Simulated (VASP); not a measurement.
# Cu3N (Pm-3m) in VASP: a series of runs

The runs below take Cu3N through single point, relaxation of cell and atoms, with LDA, PBE+D4, PBE, r2SCAN.

Everything below comes from runs of VASP 6.6.1. Logs are shortened: lines on timing, memory, paths and dates and some standing lists are left out, and cuts for length are marked.

**1. The cell of the first run**

The structure is cubic, space group Pm-3m (No. 221). Conventional cell: a = 3.721 Å, b = 3.721 Å, c = 3.721 Å, α = 90.00°, β = 90.00°, γ = 90.00°. Cu (site symmetry 4/mmm) has 2 N at 1.86 Å within 2.5 Å. Within 2.5 Å of N (site symmetry m-3m) lie 6 Cu at 1.86 Å.

**2. Single point, LDA**

Contents of INCAR:

```
ALGO = Normal
EDIFF = 1E-6
ENCUT = 600
GGA = CA
GGA_COMPAT = F
ISIF = 2
ISMEAR = -1
LASPH = T
LCHARG = F
LREAL = F
LWAVE = F
NBANDS = 27
NELM = 120
PREC = Accurate
SIGMA = 0.05
```

Contents of KPOINTS:

```
k-points
0
Gamma
  6 6 6
```

Contents of POSCAR:

```
Cu3N
1.0
    3.7211698435      0.0000000000      0.0000000000
    0.0000000000      3.7211698435      0.0000000000
    0.0000000000      0.0000000000      3.7211698435
Cu N
3 1
Direct
    0.5000000000      0.0000000000      0.0000000000
    0.0000000000      0.5000000000      0.0000000000
    0.0000000000      0.0000000000      0.5000000000
    0.0000000000      0.0000000000      0.0000000000
```

Potentials or basis: VASP PAW LDA potentials, release 64 (Cu, N).

The run is started by

```bash
> cat potpaw_LDA.64/Cu/POTCAR potpaw_LDA.64/N/POTCAR > POTCAR
> mpirun -np 1 vasp_std > vasp.out
```

OUTCAR:

```text
EDIFF = 1E-6
   ENCUT = 600
   GGA = CA
   ISIF = 2
   ISMEAR = -1
   LASPH = T
   LREAL = F
   NELM = 120
   PREC = Accurate

 ion  position               nearest neighbor table
   1  0.500  0.000  0.000-   4 1.86   4 1.86   2 2.63   3 2.63   2 2.63   2 2.63   3 2.63   3 2.63
                             3 2.63   2 2.63
   2  0.000  0.500  0.000-   4 1.86   4 1.86   1 2.63   3 2.63   1 2.63   3 2.63   3 2.63   3 2.63
                             1 2.63   1 2.63
   3  0.000  0.000  0.500-   4 1.86   4 1.86   1 2.63   1 2.63   2 2.63   2 2.63   2 2.63   2 2.63
                             1 2.63   1 2.63
   4  0.000  0.000  0.000-   1 1.86   2 1.86   3 1.86   3 1.86   2 1.86   1 1.86

  LATTYP: Found a simple cubic cell.
 ALAT       =     3.7211698435

  Lattice vectors:

 A1 = (   3.7211698435,   0.0000000000,   0.0000000000)
 A2 = (   0.0000000000,   3.7211698435,   0.0000000000)
 A3 = (   0.0000000000,   0.0000000000,   3.7211698435)

Analysis of symmetry for initial positions (statically):
=====================================================================
 Subroutine PRICEL returns:
 Original cell was already a primitive cell.

 Routine SETGRP: Setting up the symmetry group for a
 simple cubic supercell.

 Subroutine GETGRP returns: Found 48 space group operations
 (whereof 48 operations were pure point group operations)
 out of a pool of 48 trial point group operations.

The static configuration has the point symmetry O_h .

Analysis of symmetry for dynamics (positions and initial velocities):
=====================================================================
 Subroutine PRICEL returns:
 Original cell was already a primitive cell.

 Routine SETGRP: Setting up the symmetry group for a
 simple cubic supercell.

 Subroutine GETGRP returns: Found 48 space group operations
 (whereof 48 operations were pure point group operations)
 out of a pool of 48 trial point group operations.

The dynamic configuration has the point symmetry O_h .

 Subroutine INISYM returns: Found 48 space group operations
 (whereof 48 operations are pure point group operations),
 and found     1 'primitive' translations

----------------------------------------------------------------------------------------

                                     Primitive cell

[... 85 lines left out ...]
   LSORBIT =      F    spin-orbit coupling
   LASPH  =      T    aspherical Exc in radial PAW
   ENCUT  =  600.0 eV  44.10 Ry    6.64 a.u.   7.43  7.43  7.43*2*pi/ulx,y,z
   NELM   =    120;   NELMIN=  2; NELMDL= -5     # of ELM steps
   EDIFF  = 0.1E-05   stopping-criterion for ELM
   LREAL  =      F    real-space projection
   EDIFFG = 0.1E-04   stopping-criterion for IOM
   NSW    =      0    number of steps for IOM
   IBRION =     -1    ionic relax: 0-MD 1-quasi-New 2-CG
   NFREE  =      0    steps in history (QN), initial steepest desc. (CG)
   ISIF   =      2    stress and relaxation
   ISYM   =      2    0-nonsym 1-usesym 2-fastsym
   POTIM  = 0.5000    time-step for ionic-motion
   TEBEG  =    0.0;   TEEND  =   0.0 temperature during run
   PSTRESS=    0.0 pullay stress
   NELECT =      38.0000    total number of electrons
   NUPDOWN=      -1.0000    fix difference up-down
   EMIN   =  10.00;   EMAX   =-10.00  energy-range for DOS
   EFERMI =   0.00;   METHOD = LEGACY
   ISMEAR =    -1;   SIGMA  =   0.05  broadening in eV -4-tet -1-fermi 0-gaus
   EFERMI_NEDOS =   21; number of points for ismear=-14 and -15
   IALGO  =     38    algorithm
   IMIX   =      4    mixing-type and parameters
     AMIX     =   0.40;   BMIX     =  1.00
     AMIX_MAG =   1.60;   BMIX_MAG =  1.00
  volume/ion in A,a.u.               =      12.88        86.93
  Fermi-wavevector in a.u.,A,eV,Ry     =   1.479074  2.795044 29.764915  2.187660
  Thomas-Fermi vector in A             =   2.593277
   LORBIT       =      0    0 simple, 1 ext, 2 COOP (PROOUT), +10 PAW based schemes
   GGA     = CA    functional components
   LHFCALC =     F    Hartree Fock is set to
   AEXX    =    0.0000 exact exchange contribution
   IVDW    =     0    specifies the selected vdW correction
   LEPSILON=     F    determine dielectric tensor
   LRPA    =     F    only Hartree local field effects (RPA)
 non-spin polarized calculation
  energy-cutoff  :      600.00
  volume of cell :       51.53
 maximum number of plane-waves:      1743
 NGX is ok and might be reduce to    30
   NGX = 15   NGY = 15   NGZ = 15

 number of electron      38.0000065 magnetization

 Free energy of the ion-electron system (eV)
  ---------------------------------------------------
  ext. energy  EPLUGINS =         0.00000000
  ---------------------------------------------------
  free energy    TOTEN  =       -22.15999941 eV

  energy without entropy =      -22.15569699  energy(sigma->0) =      -22.15784820

 E-fermi :   5.4582     XC(G=0): -11.5634

 val. band max:        5.4475678829   @ k =   0.5000   0.5000   0.0000
 cond. band min:       5.4687235462   @ k =   0.5000   0.5000   0.5000
 fundamental gap:      0.0211556633
 Fermi energy:         5.4582233696

 k-point     1 :       0.0000    0.0000    0.0000
  band No.  band energies     occupation
      1     -11.8605      2.00000
      2      -0.2899      2.00000
      3       0.2603      2.00000
      4       0.2603      2.00000
      5       0.2603      2.00000
      6       1.1270      2.00000
[... 589 lines left out ...]
     26      13.9242      0.00000
     27      16.8173      0.00000

------------------------ aborting loop because EDIFF is reached ----------------------------------------

  FORCE on cell =-STRESS in cart. coord.  units (eV):
  Direction    XX          YY          ZZ          XY          YZ          ZX
  --------------------------------------------------------------------------------------
  -------------------------------------------------------------------------------------
  Total        0.3353761      0.3353761      0.3353761      0.0000000      0.0000000     -0.0000000
  in kB       10.4280781     10.4280781     10.4280781      0.0000000      0.0000000     -0.0000000
  external PRESSURE =      10.4280781 kB  Pullay stress =       0.0000000 kB

 VOLUME and BASIS-vectors are now :
 -----------------------------------------------------------------------------
  energy-cutoff  :      600.00
  volume of cell :       51.53
      direct lattice vectors                 reciprocal lattice vectors
     3.721169843  0.000000000  0.000000000     0.268732695  0.000000000  0.000000000
     0.000000000  3.721169843  0.000000000     0.000000000  0.268732695  0.000000000
     0.000000000  0.000000000  3.721169843     0.000000000  0.000000000  0.268732695

 POSITION                                       TOTAL-FORCE (eV/Angst)
 -----------------------------------------------------------------------------------
      1.86058      0.00000      0.00000         0.000000      0.000000      0.000000
      0.00000      1.86058      0.00000         0.000000      0.000000      0.000000
      0.00000      0.00000      1.86058         0.000000      0.000000      0.000000
      0.00000      0.00000      0.00000         0.000000      0.000000      0.000000
 -----------------------------------------------------------------------------------
    total drift:                                0.000000      0.000000      0.000000

  FREE ENERGIE OF THE ION-ELECTRON SYSTEM (eV)
  ---------------------------------------------------
  free  energy   TOTEN  =       -22.1599994123 eV

  energy  without entropy=      -22.1556969857  energy(sigma->0) =      -22.15784820
```

stdout:

```text
POSCAR found type information on POSCAR CuN
 POSCAR found :  2 types and       4 ions
 scaLAPACK will be used
 LDA part: xc-table for (Slater(with rela. corr.)+CA(PZ))
 , standard interpolation
 POSCAR, INCAR and KPOINTS ok, starting setup
 FFT: planning ... GRIDC
 FFT: planning ... GRID_SOFT
 FFT: planning ... GRID
 WAVECAR not read
 entering main loop
```

Run time: 17 s. Hardware: 1 thread of Intel Xeon 6975P-C (Granite Rapids), shared host; peak memory 0.16 GiB.

What came out:

```
Free energy            : -22.1600 eV
Pressure               : 1.0 GPa
Band gap on the k mesh : zero (bands 19 and 20 overlap by 0.02 eV)
```

Caveat: semilocal functionals underestimate gaps, and a narrow one can read as zero. With open d or f shells a metallic result of LDA can be an artefact of self-interaction; +U or a hybrid may open a gap.

**3. Single point, PBE+D4**

This run uses another cell than the first one, of 13.56 Å³/atom.

Contents of INCAR:

```
ALGO = Normal ; EDIFF = 1E-6
ENCUT = 600 ; GGA = PE
GGA_COMPAT = F ; ISIF = 2
ISMEAR = -1 ; IVDW = 13
LASPH = T ; LCHARG = T
LELF = T ; LREAL = F
LVHAR = T ; LWAVE = F
NBANDS = 27 ; NELM = 120
PREC = Accurate ; SIGMA = 0.05
```

KPOINTS is that of step 2.

Contents of POSCAR:

```
Cu3N
1.0
    3.7856402584      0.0000000000      0.0000000000
    0.0000000000      3.7856402584      0.0000000000
    0.0000000000      0.0000000000      3.7856402584
Cu N
3 1
Direct
    0.5000000000      0.0000000000      0.0000000000
    0.0000000000      0.5000000000      0.0000000000
    0.0000000000      0.0000000000      0.5000000000
    0.0000000000      0.0000000000      0.0000000000
```

Potentials or basis: VASP PAW PBE potentials, release 64 (Cu, N).

The run is started by

```bash
> cat potpaw_PBE.64/Cu/POTCAR potpaw_PBE.64/N/POTCAR > POTCAR
> mpirun -np 1 vasp_std > vasp.out
```

It took 16 s on 1 thread of Intel Xeon 6975P-C (Granite Rapids), shared host; peak memory 0.18 GiB.

The run converged. Its results:

```yaml
Free_energy: -19.8149 eV
Pressure: 0.8 GPa
Band_gap_on_the_k_mesh: 0.13 eV (least direct gap 0.69 eV)
Dispersion_energy_per_atom: -0.366 eV
```

Levels at points of the mesh, in eV from the valence-band top:
```csv
k point,band 15,band 16,band 17,band 18,band 19,band 20,band 21,band 22,band 23,band 24
"(0.00, 0.00, 0.00)",-2.42,-1.88,-1.88,-1.88,-1.84,1.06,5.38,5.38,6.64,6.64
"(0.50, 0.00, 0.00)",-2.41,-2.24,-1.88,-1.45,-1.45,1.63,3.36,6.92,7.26,7.26
"(0.50, 0.50, 0.00)",-2.47,-2.20,-1.10,-1.10,-0.71,0.13,3.66,4.88,4.88,8.26
"(0.50, 0.50, 0.50)",-1.92,-1.92,0.00,0.00,0.00,0.75,0.75,0.75,6.14,8.16
```

Caveat: semilocal functionals underestimate gaps, and a narrow one can read as zero.

**4. Single point, PBE**

This run uses another cell than the first one, of 14.03 Å³/atom.

Contents of INCAR:

```
SYSTEM = Cu3N
  ALGO = Normal
  EDIFF = 1E-6
  ENCUT = 600
  GGA = PE
  GGA_COMPAT = .False.
  ISIF = 2
  ISMEAR = -1
  LASPH = .True.
  LCHARG = .False.
  LREAL = .False.
  LWAVE = .False.
  NBANDS = 27
  NELM = 120
  PREC = Accurate
  SIGMA = 0.05
```

Contents of KPOINTS:

```
k-points
0
Gamma
  6 6 6
  0 0 0
```

Contents of POSCAR:

```
Cu3N
1.0
    3.8285147000      0.0000000000      0.0000000000
    0.0000000000      3.8285147000      0.0000000000
    0.0000000000      0.0000000000      3.8285147000
Cu N
3 1
Direct
    0.5000000000      0.0000000000      0.0000000000
    0.0000000000      0.5000000000      0.0000000000
    0.0000000000      0.0000000000      0.5000000000
    0.0000000000      0.0000000000      0.0000000000
```

Potentials or basis: VASP PAW PBE potentials, release 64 (Cu, N).

The run is started by

```bash
> cat potpaw_PBE.64/Cu/POTCAR potpaw_PBE.64/N/POTCAR > POTCAR
> mpirun -np 1 vasp_std > vasp.out
```

OUTCAR:

```text
SYSTEM = Cu3N
   EDIFF = 1E-6
   ENCUT = 600
   GGA = PE
   ISIF = 2
   ISMEAR = -1
   LASPH = .True.
   LREAL = .False.
   NELM = 120
   PREC = Accurate

 ion  position               nearest neighbor table
   1  0.500  0.000  0.000-   4 1.91   4 1.91   2 2.71   3 2.71   2 2.71   2 2.71   3 2.71   3 2.71
                             3 2.71   2 2.71
   2  0.000  0.500  0.000-   4 1.91   4 1.91   1 2.71   3 2.71   1 2.71   3 2.71   3 2.71   3 2.71
                             1 2.71   1 2.71
   3  0.000  0.000  0.500-   4 1.91   4 1.91   1 2.71   1 2.71   2 2.71   2 2.71   2 2.71   2 2.71
                             1 2.71   1 2.71
   4  0.000  0.000  0.000-   1 1.91   2 1.91   3 1.91   3 1.91   2 1.91   1 1.91

  LATTYP: Found a simple cubic cell.
 ALAT       =     3.8285147000

  Lattice vectors:

 A1 = (   3.8285147000,   0.0000000000,   0.0000000000)
 A2 = (   0.0000000000,   3.8285147000,   0.0000000000)
 A3 = (   0.0000000000,   0.0000000000,   3.8285147000)

Analysis of symmetry for initial positions (statically):
=====================================================================
 Subroutine PRICEL returns:
 Original cell was already a primitive cell.

 Routine SETGRP: Setting up the symmetry group for a
 simple cubic supercell.

 Subroutine GETGRP returns: Found 48 space group operations
 (whereof 48 operations were pure point group operations)
 out of a pool of 48 trial point group operations.

The static configuration has the point symmetry O_h .

Analysis of symmetry for dynamics (positions and initial velocities):
=====================================================================
 Subroutine PRICEL returns:
 Original cell was already a primitive cell.

 Routine SETGRP: Setting up the symmetry group for a
 simple cubic supercell.

 Subroutine GETGRP returns: Found 48 space group operations
 (whereof 48 operations were pure point group operations)
 out of a pool of 48 trial point group operations.

The dynamic configuration has the point symmetry O_h .
[... 116 lines left out ...]
   IMIX   =      4    mixing-type and parameters
     AMIX     =   0.40;   BMIX     =  1.00
     AMIX_MAG =   1.60;   BMIX_MAG =  1.00
  volume/ion in A,a.u.               =      14.03        94.67
  Fermi-wavevector in a.u.,A,eV,Ry     =   1.437603  2.716676 28.119203  2.066703
  Thomas-Fermi vector in A             =   2.556663
   LORBIT       =      0    0 simple, 1 ext, 2 COOP (PROOUT), +10 PAW based schemes
   GGA     = PE    functional components
   LHFCALC =     F    Hartree Fock is set to
   AEXX    =    0.0000 exact exchange contribution
   IVDW    =     0    specifies the selected vdW correction
   LEPSILON=     F    determine dielectric tensor
   LRPA    =     F    only Hartree local field effects (RPA)
 non-spin polarized calculation
  energy-cutoff  :      600.00
  volume of cell :       56.12
 maximum number of plane-waves:      1891
 NGX is ok and might be reduce to    32
   NGX = 15   NGY = 15   NGZ = 15

 number of electron      37.9999975 magnetization

 Free energy of the ion-electron system (eV)
  ---------------------------------------------------
  ext. energy  EPLUGINS =         0.00000000
  ---------------------------------------------------
  free energy    TOTEN  =       -18.38417084 eV

  energy without entropy =      -18.38302874  energy(sigma->0) =      -18.38359979

 E-fermi :   4.9215     XC(G=0): -10.7306

 val. band max:        4.7962441282   @ k =   0.5000   0.5000   0.5000
 cond. band min:       5.0406566364   @ k =   0.5000   0.5000   0.0000
 fundamental gap:      0.2444125082
 Fermi energy:         4.9215336382

 k-point     1 :       0.0000    0.0000    0.0000
  band No.  band energies     occupation
      1     -11.9154      2.00000
      2      -0.3635      2.00000
      3       0.1055      2.00000
      4       0.1055      2.00000
      5       0.1055      2.00000
      6       1.0111      2.00000
[... 589 lines left out ...]
     26      12.7416      0.00000
     27      15.3969      0.00000

------------------------ aborting loop because EDIFF is reached ----------------------------------------

  FORCE on cell =-STRESS in cart. coord.  units (eV):
  Direction    XX          YY          ZZ          XY          YZ          ZX
  --------------------------------------------------------------------------------------
  -------------------------------------------------------------------------------------
  Total        0.2661281      0.2661281      0.2661281      0.0000000      0.0000000      0.0000000
  in kB        7.5981925      7.5981925      7.5981925      0.0000000      0.0000000      0.0000000
  external PRESSURE =       7.5981925 kB  Pullay stress =       0.0000000 kB

 VOLUME and BASIS-vectors are now :
 -----------------------------------------------------------------------------
  energy-cutoff  :      600.00
  volume of cell :       56.12
      direct lattice vectors                 reciprocal lattice vectors
     3.828514700  0.000000000  0.000000000     0.261197900  0.000000000  0.000000000
     0.000000000  3.828514700  0.000000000     0.000000000  0.261197900  0.000000000
     0.000000000  0.000000000  3.828514700     0.000000000  0.000000000  0.261197900

 POSITION                                       TOTAL-FORCE (eV/Angst)
 -----------------------------------------------------------------------------------
      1.91426      0.00000      0.00000         0.000000      0.000000      0.000000
      0.00000      1.91426      0.00000         0.000000      0.000000      0.000000
      0.00000      0.00000      1.91426         0.000000      0.000000      0.000000
      0.00000      0.00000      0.00000         0.000000      0.000000      0.000000
 -----------------------------------------------------------------------------------
    total drift:                                0.000000      0.000000     -0.000000

  FREE ENERGIE OF THE ION-ELECTRON SYSTEM (eV)
  ---------------------------------------------------
  free  energy   TOTEN  =       -18.3841708431 eV

  energy  without entropy=      -18.3830287416  energy(sigma->0) =      -18.38359979
```

Run time: 13 s. Hardware: 1 thread of Intel Xeon 6975P-C (Granite Rapids), shared host; peak memory 0.19 GiB.

What came out:

```
Free energy            : -18.3842 eV
Pressure               : 0.8 GPa
Band gap on the k mesh : 0.24 eV (least direct gap 0.80 eV)
```

Caveat: semilocal functionals underestimate gaps, and a narrow one can read as zero. A k mesh can miss the band edges.

(Continued in part 2 of 2.)

The gap in the log of VASP goes by the Fermi energy; the results here count the filled bands.